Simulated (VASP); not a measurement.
Here is a VASP 6.6.1 calculation.

Contents of INCAR:

```
ALGO = Normal
EDIFF = 1E-6
ENCUT = 520
GGA = PE
ISIF = 2
ISMEAR = 0
LASPH = T
LCHARG = F
LREAL = F
LWAVE = F
NBANDS = 30
NELM = 60
PREC = Accurate
SIGMA = 0.1
```

KPOINTS

```
k-points
0
Gamma
  6 6 6
```

File POSCAR:

```
Y3Se2
1.0
    1.9697002770      1.1372069852      9.9139367485
   -1.9697002770      1.1372069852      9.9139367485
    0.0000000000     -2.2744139703      9.9139367485
Y Se
3 2
Direct
    0.0000000000      0.0000000000      0.0000000000
    0.2135305524      0.2135305524      0.2135305524
    0.7864694476      0.7864694476      0.7864694476
    0.3918591766      0.3918591766      0.3918591766
    0.6081408234      0.6081408234      0.6081408234
```

Potentials or basis: VASP PAW PBE potentials, release 64 (Y_sv, Se).

Run with:

```bash
$ cat potpaw_PBE.64/Y_sv/POTCAR potpaw_PBE.64/Se/POTCAR > POTCAR
$ mpirun -np 1 vasp_std > vasp.out
```

(1) Predict the band gap on the k mesh.

(2) Predict the pressure.

(3) What does it give for the largest force?

Results:

(1) zero (an odd number of electrons rules out a gap without spin polarisation).

(2) 0.0 GPa.

(3) 0.015 eV/Å.
